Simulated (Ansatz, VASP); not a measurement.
Zn in VASP and in Ansatz

```
Zn
1.0
     0.00000    1.96478    1.96478
     1.96478    0.00000    1.96478
     1.96478    1.96478    0.00000
Zn
1
Direct
  0.00000 0.00000 0.00000
```

Alike in both runs: task single point; functional PBE; k mesh 12 × 12 × 12; occupations gaussian, width 0.026 eV; no spin polarisation.

```csv
,VASP,Ansatz
version,VASP 6.6.1,Ansatz 0.2.0
potentials or method,"VASP PAW PBE potentials, release 64 (Zn)",Ansatz PAW
plane-wave cutoff (eV),520,420
valence electrons in the cell,12,12
```

```tsv
	VASP	Ansatz	Ansatz less VASP
gap on the k mesh at the Fermi level (eV)	none	none	-
pressure (GPa)	0.2	-0.1	-0.32
```

A gap of «none» marks a metal or a gap that the smearing closes. With one functional, cell and mesh, what is left measures potentials, basis and numerics.
